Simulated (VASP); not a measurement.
# Mo (P6_3/mmc) in VASP: a series of runs, part 3 of 3

VASP 6.6.1. The steps go on from the part before.

## Step 7: Relaxation of cell and atoms, r2SCAN, target pressure 20 GPa, at which the enthalpy is minimised

This run uses another cell than the first one, of 15.52 Å³/atom, 0.987 times its volume.

The input, POSCAR:

```
Mo
1.0
    2.8000000000      0.0000000000      0.0000000000
   -1.4000000000      2.4248711306      0.0000000000
    0.0000000000      0.0000000000      4.5724000000
Mo
2
Direct
    0.3333333333      0.6666666667      0.2500000000
    0.6666666667      0.3333333333      0.7500000000
```

The input, INCAR.step1:

```
PREC = Accurate ; ENCUT = 600
ISMEAR = -1 ; SIGMA = 0.1
LREAL = False ; LASPH = True
NELM = 60 ; GGA = PE
ALGO = Normal ; EDIFF = 1E-4
LWAVE = True ; LCHARG = False
```

The input, INCAR.step2:

```
PREC = Accurate ; ENCUT = 600
EDIFF = 1E-6 ; ISMEAR = -1
SIGMA = 0.1 ; LREAL = False
LASPH = True ; NELM = 60
ALGO = Normal ; ISIF = 3
LWAVE = False ; LCHARG = False
METAGGA = R2SCAN ; LMIXTAU = True
IBRION = 2 ; NSW = 80
EDIFFG = -0.01 ; PSTRESS = 200.0
ISTART = 1
```

The input, KPOINTS:

```
regular mesh
0
Gamma
  7 7 4
```

Potentials or basis: VASP PAW PBE potentials, release 64 (Mo_sv).

Command:

```sh
$ cat potpaw_PBE.64/Mo_sv/POTCAR > POTCAR
$ cp INCAR.step1 INCAR
$ mpirun -np 1 vasp_std > vasp.out
$ cp INCAR.step2 INCAR
$ mpirun -np 1 vasp_std > vasp.out
```

OUTCAR:

```text
PREC = Accurate
   ENCUT = 600
   EDIFF = 1E-6
   ISMEAR = -1
   LREAL = False
   LASPH = True
   NELM = 60
   ISIF = 3
   METAGGA = R2SCAN
   IBRION = 2
   NSW = 80
   EDIFFG = -0.01
   PSTRESS = 200.0
   ISTART = 1

 ion  position               nearest neighbor table
   1  0.333  0.667  0.250-   2 2.80   2 2.80   2 2.80   2 2.80   2 2.80   2 2.80
   2  0.667  0.333  0.750-   1 2.80   1 2.80   1 2.80   1 2.80   1 2.80   1 2.80

  LATTYP: Found a hexagonal cell.
 ALAT       =     2.8000000000
 C/A-ratio  =     1.6330000000

  Lattice vectors:

 A1 = (   2.8000000000,   0.0000000000,   0.0000000000)
 A2 = (  -1.4000000000,   2.4248711306,   0.0000000000)
 A3 = (   0.0000000000,   0.0000000000,   4.5724000000)

Analysis of symmetry for initial positions (statically):
=====================================================================
 Subroutine PRICEL returns:
 Original cell was already a primitive cell.

 Routine SETGRP: Setting up the symmetry group for a
 hexagonal supercell.

 Subroutine GETGRP returns: Found 24 space group operations
 (whereof 12 operations were pure point group operations)
 out of a pool of 24 trial point group operations.

The static configuration has the point symmetry D_3d.
 The point group associated with its full space group is D_6h.

Analysis of symmetry for dynamics (positions and initial velocities):
=====================================================================
 Subroutine PRICEL returns:
 Original cell was already a primitive cell.

 Routine SETGRP: Setting up the symmetry group for a
 hexagonal supercell.

 Subroutine GETGRP returns: Found 24 space group operations
 (whereof 12 operations were pure point group operations)
 out of a pool of 24 trial point group operations.

The dynamic configuration has the point symmetry D_3d.
 The point group associated with its full space group is D_6h.

 Subroutine INISYM returns: Found 24 space group operations
 (whereof 12 operations are pure point group operations),
 and found     1 'primitive' translations

----------------------------------------------------------------------------------------

                                     Primitive cell

  volume of cell :      31.0449

  direct lattice vectors                    reciprocal lattice vectors
     2.800000000  0.000000000  0.000000000     0.357142857  0.206196525  0.000000000
    -1.400000000  2.424871131  0.000000000     0.000000000  0.412393049  0.000000000
     0.000000000  0.000000000  4.572400000     0.000000000  0.000000000  0.218703526

  length of vectors
     2.800000000  2.800000000  4.572400000     0.412393049  0.412393049  0.218703526

  position of ions in fractional coordinates (direct lattice)
     0.333333333  0.666666667  0.250000000
     0.666666667  0.333333333  0.750000000

  ion indices of the primitive-cell ions
   primitive index   ion index
                 1           1
                 2           2

----------------------------------------------------------------------------------------

 KPOINTS: regular mesh

Automatic generation of k-mesh.
 Grid dimensions read from file:
 generate k-points for:    7    7    4

 Generating k-lattice:

  Cartesian coordinates                     Fractional coordinates (reciprocal lattice)
     0.051020408  0.029456646  0.000000000     0.142857143  0.000000000  0.000000000
     0.000000000  0.058913293  0.000000000     0.000000000  0.142857143  0.000000000
     0.000000000  0.000000000  0.054675881     0.000000000  0.000000000  0.250000000

  Length of vectors
     0.058913293  0.058913293  0.054675881

  Shift w.r.t. Gamma in fractional coordinates (k-lattice)
     0.000000000  0.000000000  0.000000000

 Subroutine IBZKPT returns following result:
 ===========================================

 Found     24 irreducible k-points:

 Following reciprocal coordinates:
            Coordinates               Weight
  0.000000  0.000000  0.000000      1.000000
  0.142857 -0.000000  0.000000      6.000000
  0.285714  0.000000  0.000000      6.000000
  0.428571 -0.000000  0.000000      6.000000
  0.142857  0.142857  0.000000      6.000000
  0.285714  0.142857  0.000000     12.000000
[... 16 lines left out ...]
  0.428571  0.142857  0.500000      6.000000
  0.285714  0.285714  0.500000      6.000000
   k-points           NKPTS =     24   k-points in BZ     NKDIM =     24   number of bands    NBANDS=     18
   number of dos      NEDOS =    301   number of ions     NIONS =      2
   total plane-waves  NPLWV =  23040
   dimension x,y,z NGX =    24 NGY =   24 NGZ =   40
   dimension x,y,z NGXF=    48 NGYF=   48 NGZF=   80
   ions per type =               2
   NGX,Y,Z   is equivalent  to a cutoff of  14.25, 14.25, 14.54 a.u.
   NGXF,Y,Z  is equivalent  to a cutoff of  28.50, 28.50, 29.09 a.u.
 SYSTEM =  unknown system
   PREC   = accura    normal or accurate (medium, high low for compatibility)
   ISTART =      1    job   : 0-new  1-cont  2-samecut
   ICHARG =      0    charge: 1-file 2-atom 10-const
   ISPIN  =      1    spin polarized calculation?
   LNONCOLLINEAR =      F non collinear calculations
   LSORBIT =      F    spin-orbit coupling
   LASPH  =      T    aspherical Exc in radial PAW
   ENCUT  =  600.0 eV  44.10 Ry    6.64 a.u.   5.59  5.59  9.13*2*pi/ulx,y,z
   NELM   =     60;   NELMIN=  2; NELMDL=  0     # of ELM steps
   EDIFF  = 0.1E-05   stopping-criterion for ELM
   LREAL  =      F    real-space projection
   EDIFFG = -.1E-01   stopping-criterion for IOM
   NSW    =     80    number of steps for IOM
   IBRION =      2    ionic relax: 0-MD 1-quasi-New 2-CG
   NFREE  =      1    steps in history (QN), initial steepest desc. (CG)
   ISIF   =      3    stress and relaxation
   ISYM   =      2    0-nonsym 1-usesym 2-fastsym
   POTIM  = 0.5000    time-step for ionic-motion
   TEBEG  =    0.0;   TEEND  =   0.0 temperature during run
   PSTRESS=  200.0 pullay stress
   NELECT =      28.0000    total number of electrons
   NUPDOWN=      -1.0000    fix difference up-down
   EMIN   =  10.00;   EMAX   =-10.00  energy-range for DOS
   EFERMI =   0.00;   METHOD = LEGACY
   ISMEAR =    -1;   SIGMA  =   0.10  broadening in eV -4-tet -1-fermi 0-gaus
   EFERMI_NEDOS =   21; number of points for ismear=-14 and -15
   IALGO  =     38    algorithm
   IMIX   =      4    mixing-type and parameters
     AMIX     =   0.40;   BMIX     =  1.00
     AMIX_MAG =   1.60;   BMIX_MAG =  1.00
  volume/ion in A,a.u.               =      15.52       104.75
  Fermi-wavevector in a.u.,A,eV,Ry     =   1.581723  2.989024 34.039721  2.501849
  Thomas-Fermi vector in A             =   2.681755
   LORBIT       =      0    0 simple, 1 ext, 2 COOP (PROOUT), +10 PAW based schemes
   METAGGA = R2SCAN    functional components
   LHFCALC =     F    Hartree Fock is set to
   AEXX    =    0.0000 exact exchange contribution
   IVDW    =     0    specifies the selected vdW correction
   LEPSILON=     F    determine dielectric tensor
   LRPA    =     F    only Hartree local field effects (RPA)
 conjugate gradient relaxation of ions
 non-spin polarized calculation
  energy-cutoff  :      600.00
  volume of cell :       31.04
 maximum number of plane-waves:      1050
 NGX is ok and might be reduce to    24
   NGX = 11   NGY = 11   NGZ = 19

--------------------------------------- Ionic step        1  -------------------------------------------

 number of electron      28.0000000 magnetization

 Free energy of the ion-electron system (eV)
  ---------------------------------------------------
  ext. energy  EPLUGINS =         0.00000000
  ---------------------------------------------------
  free energy    TOTEN  =       -51.08284441 eV

  energy without entropy =      -50.98586078  energy(sigma->0) =      -51.03435260

------------------------ aborting loop because EDIFF is reached ----------------------------------------

  FORCE on cell =-STRESS in cart. coord.  units (eV):
  Direction    XX          YY          ZZ          XY          YZ          ZX
  --------------------------------------------------------------------------------------
  -------------------------------------------------------------------------------------
  Total        1.0570539      1.0570539      1.7082238      0.0000000      0.0000000      0.0000000
  in kB       54.5527710     54.5527710     88.1585500      0.0000000      0.0000000      0.0000000
  external PRESSURE =    -134.2453027 kB  Pullay stress =     200.0000000 kB
[... 97 lines left out ...]
  energy  without entropy=      -50.8928766783  energy(sigma->0) =      -50.93821416

  enthalpy is  TOTEN    =       -47.2674591070 eV   P V=        3.7160925311

[... ionic steps 4 to 12 ...]

--------------------------------------- Ionic step       13  -------------------------------------------

 number of electron      28.0000002 magnetization

------------------------ aborting loop because EDIFF is reached ----------------------------------------
[... 71 lines left out ...]
--------------------------------------- Ionic step       15  -------------------------------------------

 number of electron      28.0000003 magnetization

 Free energy of the ion-electron system (eV)
  ---------------------------------------------------
  ext. energy  EPLUGINS =         0.00000000
  ---------------------------------------------------
  free energy    TOTEN  =       -51.05417323 eV

  energy without entropy =      -50.96515994  energy(sigma->0) =      -51.00966659

 E-fermi :  12.8795     XC(G=0): -14.8762

 val. band max:       12.8468767638   @ k =   0.4286  -0.0000   0.2500
 cond. band min:      12.9141651031   @ k =   0.1429  -0.0000   0.5000
 fundamental gap:      0.0672883394
 Fermi energy:        12.8795318919

 k-point     1 :       0.0000    0.0000    0.0000
  band No.  band energies     occupation
      1     -49.8830      2.00000
      2     -49.6531      2.00000
      3     -23.8638      2.00000
      4     -22.4514      2.00000
      5     -22.2781      2.00000
      6     -22.2781      2.00000
[... 526 lines left out ...]
  energy  without entropy=      -50.9651599420  energy(sigma->0) =      -51.00966659

  enthalpy is  TOTEN    =       -47.3121683644 eV   P V=        3.7420048694

 reached required accuracy - stopping structural energy minimisation
```

Run time: 4.9 min. Hardware: 1 thread of Intel Xeon 6975P-C (Granite Rapids), shared host; peak memory 0.17 GiB.

What came out:

```
Free energy                                            : -51.0542 eV
Relaxed volume                                         : 14.99 Å³/atom
Relaxed cell                                           : a = 2.689 Å, b = 2.689 Å, c = 4.787 Å, α = 90.00°, β = 90.00°, γ = 120.00°
Space group after relaxing (to 0.05 Å)                 : P6_3/mmc (No. 194)
Energy change on relaxing (the enthalpy is what falls) : +14.3 meV/atom
Ionic steps                                            : 15
Pressure after relaxing                                : 20.0 GPa
Band gap on the k mesh                                 : zero (band 14 reaches 14.43 eV, above the bottom of band 15 at 12.20 eV)
```

The path:
```csv
step,energy change (eV),largest force (eV/Å),pressure (GPa),volume (Å³)
1,0.0000,0.0000,6.58,31.04
2,1.3609,0.0000,83.89,25.56
3,0.0993,0.0000,19.11,29.77
4,0.1090,0.0000,19.99,29.69
5,0.1124,0.0000,20.29,29.66
6,0.1074,0.0000,20.40,29.68
7,0.0886,0.0000,20.99,29.71
8,0.0608,0.0000,22.77,29.74
9,0.0611,0.0000,22.46,29.74
10,0.0606,0.0000,22.65,29.74
11,0.0508,0.0000,21.98,29.81
12,0.0469,0.0000,21.69,29.84
13,0.0420,0.0000,21.28,29.87
14,0.0330,0.0000,20.46,29.94
15,0.0287,0.0000,20.04,29.98
```

Final structure:
```
Mo
1.0
     2.68908    0.00000    0.00000
    -1.34454    2.32881    0.00000
     0.00000    0.00000    4.78683
Mo
2
Direct
  0.33333 0.66667 0.25000
  0.66667 0.33333 0.75000
```

Levels at points of the mesh, in eV from the Fermi level:
```
           k point  band 10  band 11  band 12  band 13  band 14  band 15  band 16  band 17  band 18
(0.00, 0.00, 0.00)    -5.29    -2.01    -0.73    -0.73    -0.16    -0.16     0.74     1.80     1.80
(0.00, 0.00, 0.50)    -5.56    -2.16    -2.16    -0.68    -0.68    -0.68    -0.68     3.24     3.24
```

Caveat: the k points lie up to 0.39 Å⁻¹ apart in the final cell; the cell is relaxed towards a set pressure, so the enthalpy falls and the energy may rise; the PAW data sets were made with another functional, which shifts forces and pressure a little.

## Step 8: Summary

```csv
task,cell,cutoff (eV),gap on the mesh (eV),pressure (GPa)
single point,"a = 2.724, b = 2.724, c = 4.895 Å, angles 90.0, 90.0, 120.0°, 2 atoms",520,none,6.1
single point,"a = 2.739, b = 2.739, c = 4.939 Å, angles 90.0, 90.0, 120.0°, 2 atoms",520,none,1.0
relaxation of cell and atoms,"relaxed from a = 2.800, b = 2.800, c = 4.572 Å, angles 90.0, 90.0, 120.0°, 2 atoms",600,none,0.0
relaxation of cell and atoms,"relaxed to 5 GPa from a = 2.800, b = 2.800, c = 4.572 Å, angles 90.0, 90.0, 120.0°, 2 atoms",600,none,5.1
relaxation of cell and atoms,"relaxed to 10 GPa from a = 2.800, b = 2.800, c = 4.572 Å, angles 90.0, 90.0, 120.0°, 2 atoms",600,none,10.1
relaxation of cell and atoms,"relaxed to 20 GPa from a = 2.800, b = 2.800, c = 4.572 Å, angles 90.0, 90.0, 120.0°, 2 atoms",600,none,20.0
```

Alike in all rows: level r2SCAN; potentials or basis VASP PAW PBE potentials, release 64 (Mo_sv); no spin polarisation; k mesh 7 × 7 × 4; smearing fermi-dirac 0.1 eV.

Caveats: all runs use coarse meshes; the PAW data sets were made with another functional, which shifts forces and pressure a little; the cell is relaxed towards a set pressure, so the enthalpy falls and the energy may rise (some runs).

Absolute energies hang on the potentials; compare differences alone.
